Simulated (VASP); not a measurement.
# TiAl (P4/mmm) in VASP: a series of runs

The runs below take TiAl through single point, with PBEsol.

All numbers are computed with VASP 6.6.1; they aren't measurements. Logs are shortened: lines on timing, memory, paths and dates and some standing lists are left out, and cuts for length are marked.

### 1 The cell of the first run

Symmetry: P4/mmm, No. 123, tetragonal system. The conventional cell has a = 2.863 Å, b = 2.863 Å, c = 3.528 Å, α = 90.00°, β = 90.00°, γ = 90.00°. Ti (site symmetry 4/mmm) has 8 Al at 2.69 Å and 6 Ti at 2.86 to 3.53 Å within 3.6 Å. Within 3.6 Å of Al (site symmetry 4/mmm) lie 8 Ti at 2.69 Å and 6 Al at 2.86 to 3.53 Å.

### 2 Single point, PBEsol (14.46 Å³/atom)

The input, INCAR:

```
SYSTEM = TiAl
  ALGO = Fast
  EDIFF = 1E-6
  ENCUT = 520
  GGA = PS
  ISIF = 2
  ISMEAR = 0
  LASPH = .True.
  LCHARG = .False.
  LREAL = .False.
  LWAVE = .False.
  NBANDS = 14
  NELM = 100
  PREC = Accurate
  SIGMA = 0.15
```

The input, KPOINTS:

```
k-points
0
Gamma
  16 16 16
  0 0 0
```

The input, POSCAR:

```
TiAl
1.0
    2.8633374795      0.0000000000      0.0000000000
    0.0000000000      2.8633374795      0.0000000000
    0.0000000000      0.0000000000      3.5276317748
Ti Al
1 1
Direct
    0.0000000000      0.0000000000      0.0000000000
    0.5000000000      0.5000000000      0.5000000000
```

Potentials or basis: VASP PAW PBE potentials, release 64 (Ti_sv, Al).

Run with:

```console
$ cat potpaw_PBE.64/Ti_sv/POTCAR potpaw_PBE.64/Al/POTCAR > POTCAR
$ mpirun -np 1 vasp_std > vasp.out
```

OUTCAR:

```text
SYSTEM = TiAl
   EDIFF = 1E-6
   ENCUT = 520
   GGA = PS
   ISIF = 2
   ISMEAR = 0
   LASPH = .True.
   LREAL = .False.
   NELM = 100
   PREC = Accurate

 ion  position               nearest neighbor table
   1  0.000  0.000  0.000-   2 2.69   2 2.69   2 2.69   2 2.69   2 2.69   2 2.69   2 2.69   2 2.69

   2  0.500  0.500  0.500-   1 2.69   1 2.69   1 2.69   1 2.69   1 2.69   1 2.69   1 2.69   1 2.69

  LATTYP: Found a simple tetragonal cell.
 ALAT       =     2.8633374795
 C/A-ratio  =     1.2320000000

  Lattice vectors:

 A1 = (   2.8633374795,   0.0000000000,   0.0000000000)
 A2 = (   0.0000000000,   2.8633374795,   0.0000000000)
 A3 = (   0.0000000000,   0.0000000000,   3.5276317748)

Analysis of symmetry for initial positions (statically):
=====================================================================
 Subroutine PRICEL returns:
 Original cell was already a primitive cell.

 Routine SETGRP: Setting up the symmetry group for a
 simple tetragonal supercell.

 Subroutine GETGRP returns: Found 16 space group operations
 (whereof 16 operations were pure point group operations)
 out of a pool of 16 trial point group operations.

The static configuration has the point symmetry D_4h.

Analysis of symmetry for dynamics (positions and initial velocities):
=====================================================================
 Subroutine PRICEL returns:
 Original cell was already a primitive cell.

 Routine SETGRP: Setting up the symmetry group for a
 simple tetragonal supercell.

 Subroutine GETGRP returns: Found 16 space group operations
 (whereof 16 operations were pure point group operations)
 out of a pool of 16 trial point group operations.

The dynamic configuration has the point symmetry D_4h.

 Subroutine INISYM returns: Found 16 space group operations
 (whereof 16 operations are pure point group operations),
 and found     1 'primitive' translations

----------------------------------------------------------------------------------------

                                     Primitive cell

  volume of cell :      28.9220

  direct lattice vectors                    reciprocal lattice vectors
     2.863337480  0.000000000  0.000000000     0.349242800  0.000000000  0.000000000
     0.000000000  2.863337480  0.000000000     0.000000000  0.349242800  0.000000000
     0.000000000  0.000000000  3.527631775     0.000000000  0.000000000  0.283476299

  length of vectors
     2.863337480  2.863337480  3.527631775     0.349242800  0.349242800  0.283476299

  position of ions in fractional coordinates (direct lattice)
     0.000000000  0.000000000  0.000000000
     0.500000000  0.500000000  0.500000000

  ion indices of the primitive-cell ions
   primitive index   ion index
                 1           1
                 2           2

----------------------------------------------------------------------------------------

 KPOINTS: k-points

Automatic generation of k-mesh.
 Grid dimensions read from file:
 generate k-points for:   16   16   16

 Generating k-lattice:

  Cartesian coordinates                     Fractional coordinates (reciprocal lattice)
     0.021827675  0.000000000  0.000000000     0.062500000  0.000000000  0.000000000
     0.000000000  0.021827675  0.000000000     0.000000000  0.062500000  0.000000000
     0.000000000  0.000000000  0.017717269     0.000000000  0.000000000  0.062500000

  Length of vectors
     0.021827675  0.021827675  0.017717269

  Shift w.r.t. Gamma in fractional coordinates (k-lattice)
     0.000000000  0.000000000  0.000000000

 Subroutine IBZKPT returns following result:
 ===========================================

 Found    405 irreducible k-points:

 Following reciprocal coordinates:
            Coordinates               Weight
  0.000000  0.000000  0.000000      1.000000
  0.062500  0.000000  0.000000      4.000000
  0.125000  0.000000  0.000000      4.000000
  0.187500  0.000000  0.000000      4.000000
  0.250000  0.000000  0.000000      4.000000
  0.312500  0.000000  0.000000      4.000000
[... 16 lines left out ...]
  0.437500  0.125000  0.000000      8.000000
  0.500000  0.125000  0.000000      4.000000
 [... further k-points ...]
   k-points           NKPTS =    405   k-points in BZ     NKDIM =    405   number of bands    NBANDS=     14
   number of dos      NEDOS =    301   number of ions     NIONS =      2
   total plane-waves  NPLWV =  16128
   dimension x,y,z NGX =    24 NGY =   24 NGZ =   28
   dimension x,y,z NGXF=    48 NGYF=   48 NGZF=   56
   ions per type =               1   1
   NGX,Y,Z   is equivalent  to a cutoff of  13.93, 13.93, 13.20 a.u.
   NGXF,Y,Z  is equivalent  to a cutoff of  27.87, 27.87, 26.39 a.u.
 SYSTEM =  TiAl
   PREC   = accura    normal or accurate (medium, high low for compatibility)
   ISTART =      0    job   : 0-new  1-cont  2-samecut
   ICHARG =      2    charge: 1-file 2-atom 10-const
   ISPIN  =      1    spin polarized calculation?
   LNONCOLLINEAR =      F non collinear calculations
   LSORBIT =      F    spin-orbit coupling
   LASPH  =      T    aspherical Exc in radial PAW
   ENCUT  =  520.0 eV  38.22 Ry    6.18 a.u.   5.32  5.32  6.56*2*pi/ulx,y,z
   NELM   =    100;   NELMIN=  2; NELMDL= -5     # of ELM steps
   EDIFF  = 0.1E-05   stopping-criterion for ELM
   LREAL  =      F    real-space projection
   EDIFFG = 0.1E-04   stopping-criterion for IOM
   NSW    =      0    number of steps for IOM
   IBRION =     -1    ionic relax: 0-MD 1-quasi-New 2-CG
   NFREE  =      0    steps in history (QN), initial steepest desc. (CG)
   ISIF   =      2    stress and relaxation
   ISYM   =      2    0-nonsym 1-usesym 2-fastsym
   POTIM  = 0.5000    time-step for ionic-motion
   TEBEG  =    0.0;   TEEND  =   0.0 temperature during run
   PSTRESS=    0.0 pullay stress
   NELECT =      15.0000    total number of electrons
   NUPDOWN=      -1.0000    fix difference up-down
   EMIN   =  10.00;   EMAX   =-10.00  energy-range for DOS
   EFERMI =   0.00;   METHOD = LEGACY
   ISMEAR =     0;   SIGMA  =   0.15  broadening in eV -4-tet -1-fermi 0-gaus
   EFERMI_NEDOS =   21; number of points for ismear=-14 and -15
   IALGO  =     68    algorithm
   IMIX   =      4    mixing-type and parameters
     AMIX     =   0.40;   BMIX     =  1.00
     AMIX_MAG =   1.60;   BMIX_MAG =  1.00
  volume/ion in A,a.u.               =      14.46        97.59
  Fermi-wavevector in a.u.,A,eV,Ry     =   1.315313  2.485581 23.538739  1.730049
  Thomas-Fermi vector in A             =   2.445505
   LORBIT       =      0    0 simple, 1 ext, 2 COOP (PROOUT), +10 PAW based schemes
   GGA     = PS    functional components
   LHFCALC =     F    Hartree Fock is set to
   AEXX    =    0.0000 exact exchange contribution
   IVDW    =     0    specifies the selected vdW correction
   LEPSILON=     F    determine dielectric tensor
   LRPA    =     F    only Hartree local field effects (RPA)
 non-spin polarized calculation
 RMM-DIIS sequential band-by-band and
 Gauss-broadening in eV      SIGMA  =   0.15
  energy-cutoff  :      520.00
  volume of cell :       28.92
 maximum number of plane-waves:       797
 NGX is ok and might be reduce to    24
   NGX = 11   NGY = 11   NGZ = 13

 number of electron      15.0000001 magnetization

 Free energy of the ion-electron system (eV)
  ---------------------------------------------------
  ext. energy  EPLUGINS =         0.00000000
  ---------------------------------------------------
  free energy    TOTEN  =       -13.06582831 eV

  energy without entropy =      -13.04512561  energy(sigma->0) =      -13.05547696

 E-fermi :   9.5819     XC(G=0): -11.6493

 val. band max:        9.5800341538   @ k =   0.1875   0.1875   0.0625
 cond. band min:       9.5845157811   @ k =   0.3750   0.1875   0.5000
 fundamental gap:      0.0044816273
 Fermi energy:         9.5819432670

 k-point     1 :       0.0000    0.0000    0.0000
  band No.  band energies     occupation
      1     -46.6346      2.00000
      2     -23.1022      2.00000
      3     -22.7678      2.00000
      4     -22.7678      2.00000
      5       0.0447      2.00000
      6       7.7079      2.00000
      7       8.3919      2.00000
      8      11.2908      0.00000
      9      11.7182      0.00000
     10      11.7182      0.00000
     11      12.6699      0.00000
     12      16.9334      0.00000
     13      16.9334      0.00000
     14      19.0564      0.00000

 k-point     2 :       0.0625    0.0000    0.0000
  band No.  band energies     occupation
      1     -46.6326      2.00000
      2     -23.1002      2.00000
      3     -22.7856      2.00000
      4     -22.7663      2.00000
      5       0.1222      2.00000
      6       7.7549      2.00000
      7       8.4066      2.00000
      8      10.8408      0.00000
      9      11.7318      0.00000
     10      12.1974      0.00000
     11      12.5713      0.00000
     12      16.2736      0.00000
     13      17.0640      0.00000
     14      18.3110      0.00000

 k-point     3 :       0.1250    0.0000    0.0000
  band No.  band energies     occupation
      1     -46.6269      2.00000
      2     -23.0945      2.00000
      3     -22.8360      2.00000
      4     -22.7619      2.00000
      5       0.3524      2.00000
      6       7.8827      2.00000
      7       8.4279      2.00000
      8      10.2687      0.00000
      9      11.7707      0.00000
     10      12.3138      0.00000
     11      12.8612      0.00000
     12      15.1569      0.00000
     13      17.4221      0.00000
     14      18.1058      0.00000
[... 324 lines left out ...]
 k-point    23 :       0.4375    0.1250    0.0000
  band No.  band energies     occupation
      1     -46.5762      2.00000
      2     -23.1953      2.00000
      3     -23.0443      2.00000
      4     -22.7927      2.00000
      5       3.7301      2.00000
      6       5.6159      2.00000
      7       8.5841      2.00000
      8       9.3702      1.95410
      9      10.4889      0.00000
     10      11.4951      0.00000
     11      13.9227      0.00000
     12      16.6303      0.00000
     13      17.1718      0.00000
     14      18.9890      0.00000

 k-point    24 :       0.5000    0.1250    0.0000
  band No.  band energies     occupation
      1     -46.5742      2.00000
      2     -23.2119      2.00000
      3     -23.0423      2.00000
      4     -22.7910      2.00000
      5       4.5276      2.00000
      6       4.7742      2.00000
      7       8.5284      2.00000
      8       9.4737      1.69267
      9      10.3846      0.00000
     10      11.5164      0.00000
     11      14.0633      0.00000
     12      16.4926      0.00000
     13      17.6046      0.00000
     14      18.9314      0.00000

 [... further k-points ...]

------------------------ aborting loop because EDIFF is reached ----------------------------------------

  FORCE on cell =-STRESS in cart. coord.  units (eV):
  Direction    XX          YY          ZZ          XY          YZ          ZX
  --------------------------------------------------------------------------------------
  -------------------------------------------------------------------------------------
  Total        1.6079504      1.6079504      3.2629703      0.0000000      0.0000000      0.0000000
  in kB       89.0748081     89.0748081    180.7571063      0.0000000      0.0000000      0.0000000
  external PRESSURE =     119.6355742 kB  Pullay stress =       0.0000000 kB

 VOLUME and BASIS-vectors are now :
 -----------------------------------------------------------------------------
  energy-cutoff  :      520.00
  volume of cell :       28.92
      direct lattice vectors                 reciprocal lattice vectors
     2.863337480  0.000000000  0.000000000     0.349242800  0.000000000  0.000000000
     0.000000000  2.863337480  0.000000000     0.000000000  0.349242800  0.000000000
     0.000000000  0.000000000  3.527631775     0.000000000  0.000000000  0.283476299

 POSITION                                       TOTAL-FORCE (eV/Angst)
 -----------------------------------------------------------------------------------
      0.00000      0.00000      0.00000         0.000000      0.000000      0.000000
      1.43167      1.43167      1.76382         0.000000      0.000000      0.000000
 -----------------------------------------------------------------------------------
    total drift:                               -0.000000      0.000000      0.000000

  FREE ENERGIE OF THE ION-ELECTRON SYSTEM (eV)
  ---------------------------------------------------
  free  energy   TOTEN  =       -13.0658283084 eV

  energy  without entropy=      -13.0451256106  energy(sigma->0) =      -13.05547696
```

Wall time 88 s (1 thread of Intel Xeon 6975P-C (Granite Rapids), shared host); peak memory 0.28 GiB.

What came out:

```yaml
Free_energy: -13.0658 eV
Pressure: 12.0 GPa
Band_gap_on_the_k_mesh: zero (an odd number of electrons rules out a gap without spin polarisation)
```

Levels at points of the mesh, in eV from the Fermi level:
| k point | band 4 | band 5 | band 6 | band 7 | band 8 | band 9 | band 10 | band 11 | band 12 | band 13 |
| --- | --- | --- | --- | --- | --- | --- | --- | --- | --- | --- |
| (0.00, 0.00, 0.00) | -32.35 | -9.54 | -1.87 | -1.19 | 1.71 | 2.14 | 2.14 | 3.09 | 7.35 | 7.35 |
| (0.50, 0.00, 0.00) | -32.31 | -5.18 | -5.12 | -1.19 | -0.36 | 1.29 | 2.51 | 4.55 | 6.30 | 7.12 |
| (0.50, 0.50, 0.00) | -32.58 | -4.18 | -1.08 | -1.08 | -1.06 | -0.03 | -0.03 | 4.16 | 6.07 | 6.80 |
| (0.00, 0.00, 0.50) | -32.35 | -7.19 | -5.47 | -0.72 | 1.26 | 1.26 | 1.87 | 3.15 | 7.35 | 11.17 |
| (0.50, 0.00, 0.50) | -32.30 | -5.35 | -2.74 | -1.46 | -1.40 | 1.47 | 1.86 | 2.39 | 5.36 | 5.78 |
| (0.50, 0.50, 0.50) | -32.64 | -3.10 | -3.02 | -3.02 | 1.83 | 2.78 | 2.85 | 4.02 | 4.02 | 4.17 |

Caveat: the cell stands under pressure; the PAW data sets were made with another functional, which shifts forces and pressure a little.

### 3 Single point, PBEsol (14.46 Å³/atom)

The input, INCAR:

```
ALGO = Fast ; EDIFF = 1E-7
ENCUT = 520 ; GGA = PS
ISIF = 2 ; ISMEAR = 0
LASPH = True ; LCHARG = False
LREAL = False ; LWAVE = False
NBANDS = 14 ; NELM = 60
PREC = Accurate ; SIGMA = 0.15
```

The input, KPOINTS:

```
k-points
0
Gamma
  16 16 16
```

The input, POSCAR:

```
TiAl
1.0
    2.7336451443      0.0000000000      0.0000000000
    0.0000000000      2.7336451443      0.0000000000
    0.0000000000      0.0000000000      3.8702947953
Ti Al
1 1
Direct
    0.0000000000      0.0000000000      0.0000000000
    0.5000000000      0.5000000000      0.5000000000
```

Potentials or basis: VASP PAW PBE potentials, release 64 (Ti_sv, Al).

Run with:

```console
$ cat potpaw_PBE.64/Ti_sv/POTCAR potpaw_PBE.64/Al/POTCAR > POTCAR
$ mpirun -np 1 vasp_std > vasp.out
```

Wall time 2 min (1 thread of Intel Xeon 6975P-C (Granite Rapids), shared host); peak memory 0.27 GiB.

It converged, with:

```
Free energy            : -13.1613 eV
Pressure               : 12.4 GPa
Band gap on the k mesh : zero (an odd number of electrons rules out a gap without spin polarisation)
```

Stress tensor (GPa, compression positive):
```
11.90  0.00  0.00
 0.00 11.90  0.00
 0.00  0.00 13.38
```

Levels at points of the mesh, in eV from the Fermi level:
```tsv
k point	band 6	band 7	band 8	band 9	band 10	band 11
(0.00, 0.00, 0.00)	-2.09	-1.01	0.02	2.42	2.42	3.71
(0.50, 0.00, 0.00)	-4.63	-1.86	-0.30	1.87	2.85	5.29
(0.50, 0.50, 0.00)	-0.64	-0.44	-0.44	-0.31	-0.31	4.82
(0.00, 0.00, 0.50)	-5.50	-0.79	0.82	1.98	1.98	3.73
(0.50, 0.00, 0.50)	-3.06	-1.26	-1.05	1.63	1.93	2.54
(0.50, 0.50, 0.50)	-2.59	-2.59	2.40	2.48	2.75	4.61
```

Caveat: the cell stands under pressure; the PAW data sets were made with another functional, which shifts forces and pressure a little.

### 4 Single point, PBEsol (14.88 Å³/atom)

This run uses another cell than the first one, of 14.88 Å³/atom.

The input, INCAR:

```
SYSTEM = TiAl
  PREC = Accurate
  ENCUT = 520
  EDIFF = 1E-6
  ISMEAR = 0
  SIGMA = 0.15
  LREAL = .FALSE.
  LASPH = .TRUE.
  NELM = 60
  ALGO = Fast
  ISIF = 2
  LWAVE = .FALSE.
  LCHARG = .FALSE.
  GGA = PS
  NBANDS = 14
```

The input, KPOINTS:

```
Automatic mesh
0
G
  16 16 16
  0 0 0
```

The input, POSCAR:

```
TiAl
1.0
    2.9585512934      0.0000000000      0.0000000000
    0.0000000000      2.9585512934      0.0000000000
    0.0000000000      0.0000000000      3.3999671463
Ti Al
1 1
Direct
    0.0000000000      0.0000000000      0.0000000000
    0.5000000000      0.5000000000      0.5000000000
```

Run with:

```console
$ cat potpaw_PBE.64/Ti_sv/POTCAR potpaw_PBE.64/Al/POTCAR > POTCAR
$ mpirun -np 1 vasp_std > vasp.out
```

Wall time 92 s (1 thread of Intel Xeon 6975P-C (Granite Rapids), shared host); peak memory 0.28 GiB.

It converged, with:

```yaml
Free_energy: -13.0335 eV
Pressure: 7.5 GPa
Band_gap_on_the_k_mesh: zero (an odd number of electrons rules out a gap without spin polarisation)
```

Stress tensor (GPa, compression positive):
```
 4.32  0.00  0.00
 0.00  4.32  0.00
 0.00  0.00 13.81
```

Levels at points of the mesh, in eV from the Fermi level:
```
           k point  band 6  band 7  band 8  band 9  band 10  band 11
(0.00, 0.00, 0.00)   -1.74   -1.30    1.97    1.97     2.55     2.63
(0.50, 0.00, 0.00)   -5.17   -0.78   -0.42    0.89     2.29     4.04
(0.50, 0.50, 0.00)   -1.45   -1.45   -1.23    0.17     0.17     3.67
(0.00, 0.00, 0.50)   -5.43   -0.70    0.84    0.84     2.31     2.73
(0.50, 0.00, 0.50)   -2.56   -1.72   -1.48    1.17     1.43     2.64
(0.50, 0.50, 0.50)   -3.12   -3.12    1.39    2.83     2.86     3.59
```

Caveat: the cell stands under pressure; the PAW data sets were made with another functional, which shifts forces and pressure a little.

### 5 Single point, PBEsol (14.88 Å³/atom)

This run uses another cell than the first one, of 14.88 Å³/atom.

The input, INCAR:

```
  ALGO = Fast
  EDIFF = 1E-6
  ENCUT = 520
  GGA = PS
  ISIF = 2
  ISMEAR = 0
  LASPH = True
  LCHARG = False
  LREAL = False
  LWAVE = False
  NBANDS = 14
  NELM = 60
  PREC = Accurate
  SIGMA = 0.15
```

The input, KPOINTS:

```
k-points
0
Gamma
  16 16 16
```

The input, POSCAR:

```
TiAl
1.0
    2.8245086972      0.0000000000      0.0000000000
    0.0000000000      2.8245086972      0.0000000000
    0.0000000000      0.0000000000      3.7303286363
Ti Al
1 1
Direct
    0.0000000000      0.0000000000      0.0000000000
    0.5000000000      0.5000000000      0.5000000000
```

Run with:

```console
$ cat potpaw_PBE.64/Ti_sv/POTCAR potpaw_PBE.64/Al/POTCAR > POTCAR
$ mpirun -np 1 vasp_std > vasp.out
```

It took 97 s on 1 thread of Intel Xeon 6975P-C (Granite Rapids), shared host; peak memory 0.28 GiB.

Results (log left out):

```
Free energy            : -13.1825 eV
Pressure               : 7.7 GPa
Band gap on the k mesh : zero (an odd number of electrons rules out a gap without spin polarisation)
```

Stress tensor (GPa, compression positive):
```
 5.77  0.00  0.00
 0.00  5.77  0.00
 0.00  0.00 11.55
```

Levels at points of the mesh, in eV from the Fermi level:
```
           k point  band 6  band 7  band 8  band 9  band 10  band 11
(0.00, 0.00, 0.00)   -1.90   -1.03    0.75    2.18     2.18     3.29
(0.50, 0.00, 0.00)   -4.89   -1.51   -0.30    1.56     2.57     4.65
(0.50, 0.50, 0.00)   -0.82   -0.78   -0.78   -0.17    -0.17     4.33
(0.00, 0.00, 0.50)   -5.41   -0.71    1.29    1.57     1.57     3.33
(0.50, 0.00, 0.50)   -2.88   -1.31   -1.29    1.66     1.93     2.13
(0.50, 0.50, 0.50)   -2.75   -2.75    1.91    2.52     2.75     4.17
```

Caveat: the cell stands under pressure; the PAW data sets were made with another functional, which shifts forces and pressure a little.

### 6 Summary

| cell | further INCAR settings | gap on the mesh (eV) | pressure (GPa) |
| --- | --- | --- | --- |
| a = 2.863, b = 2.863, c = 3.528 Å, 2 atoms | ALGO = Fast; EDIFF = 1e-06; NBANDS = 14 | none | 12.0 |
| a = 2.734, b = 2.734, c = 3.870 Å, 2 atoms | ALGO = Fast; EDIFF = 1e-07; NBANDS = 14 | none | 12.4 |
| a = 2.959, b = 2.959, c = 3.400 Å, 2 atoms | ALGO = Fast; EDIFF = 1e-06; NBANDS = 14 | none | 7.5 |
| a = 2.825, b = 2.825, c = 3.730 Å, 2 atoms | ALGO = Fast; EDIFF = 1e-06; NBANDS = 14 | none | 7.7 |

Alike in all rows: task single point; level PBEsol; potentials or basis VASP PAW PBE potentials, release 64 (Ti_sv, Al); no spin polarisation; k mesh 16 × 16 × 16; cutoff (eV) 520; smearing gaussian 0.15 eV.

Caveats: the cell stands under pressure; the PAW data sets were made with another functional, which shifts forces and pressure a little.

Total energies depend on the potentials used, so only differences within one code and one set of settings carry meaning.
